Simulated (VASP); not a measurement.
Input of a VASP 6.6.1 run:

File INCAR:

```
ALGO = Normal
EDIFF = 1E-6
ENCUT = 520
GGA = PE
ISIF = 2
ISMEAR = 0
LASPH = T
LCHARG = F
LREAL = F
LWAVE = F
NBANDS = 14
NELM = 100
PREC = Accurate
SIGMA = 0.05
```

KPOINTS

```
k-points
0
Gamma
  8 8 8
```

The input POSCAR:

```
NaF
1.0
    0.0000000000      2.3233000000      2.3000670000
    2.3233000000      0.0000000000      2.3000670000
    2.3233000000      2.3233000000      0.0000000000
Na F
1 1
Direct
    0.0000000000      0.0000000000      0.0000000000
    0.5000000000      0.5000000000      0.5000000000
```

Potentials or basis: VASP PAW PBE potentials, release 64 (Na_pv, F).

The run is started by

```console
$ cat potpaw_PBE.64/Na_pv/POTCAR potpaw_PBE.64/F/POTCAR > POTCAR
$ mpirun -np 1 vasp_std > vasp.out
```

(1) Estimate the pressure.

(2) Estimate the band gap on the k mesh.

Results:

(1) 2.1 GPa.

(2) 6.31 eV.

Caveat: the cell differs from its parent crystal (strain -0.0100 x Voigt [0, 0, 1, 0, 0, 0]).
